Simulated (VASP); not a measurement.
# WSe2: single point with PBEsol

WSe2, a slab with vacuum:

```
W Se
1.0
     3.27021    0.00000    0.00000
    -1.63511    2.83209    0.00000
     0.00000    0.00000   16.66114
W Se
1 2
Cartesian
  0.0000 0.0000 -0.0515
  0.0000 1.8881 1.7328
  0.0000 1.8881 15.0484
```

```yaml
Program: VASP 6.6.1
Task: single point
Functional: PBEsol
Potentials_or_basis: VASP PAW PBE potentials, release 64 (W_sv, Se)
Cutoff: 520 eV
k_mesh: 9 × 9 × 2
Occupations: gaussian, width 0.05 eV
Spin: no spin polarisation
Dipole_correction: no
Further_INCAR_settings: ALGO = Normal; EDIFF = 1e-07; NBANDS = 20
```

- Largest force: 3.328 eV/Å
- Band gap on the k mesh: 1.69 eV, indirect (the least direct gap lies 2.1 meV higher)

Forces on the atoms (eV/Å):
```
W    0.000  0.000  3.328
Se   0.000  0.000 -1.385
Se   0.000  0.000 -1.943
```

Levels at points of the mesh, in eV from the valence-band top:
```csv
k point,band 10,band 11,band 12,band 13,band 14,band 15,band 16,band 17
"(0.00, 0.00, 0.00)",-2.29,-1.01,-1.01,-0.18,2.89,2.89,3.61,3.61
"(0.00, 0.00, 0.50)",-2.29,-1.01,-1.01,-0.18,2.89,2.89,3.61,3.61
```

It took 73 s on 1 thread of Intel(R) Xeon(R) Platinum 8488C (Sapphire Rapids), on a shared host, peak memory 0.27 GiB.

Caveat: the PAW data sets were made with another functional, which shifts forces and pressure a little; spin-orbit coupling is left out, which moves the levels of the heavy elements.
